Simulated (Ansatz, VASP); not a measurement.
# WC: VASP beside Ansatz

```
W C
1.0
     0.00000    2.16305    2.16305
     2.16305    0.00000    2.16305
     2.16305    2.16305    0.00000
W C
1 1
Direct
  0.00000 0.00000 0.00000
  0.50000 0.50000 0.50000
```

Alike in both runs: task single point; functional r2SCAN; k mesh 11 × 11 × 11; occupations fermi-dirac, width 0.1 eV; no spin polarisation.

|  | VASP | Ansatz |
| --- | --- | --- |
| version | VASP 6.6.1 | Ansatz 0.2.0 |
| potentials or method | VASP PAW PBE potentials, release 64 (W_sv, C_h), cutoff 1430 eV | plane waves, PAW |
| valence electrons in the cell | 18 | 18 |

```csv
,VASP,Ansatz,Ansatz less VASP
pressure (GPa),12.8,11.1,-1.72
```

VASP's potentials were made for PBE, not for r2SCAN. With one functional, cell and mesh, what is left measures potentials, basis and numerics.

Neither program's run includes spin-orbit coupling.
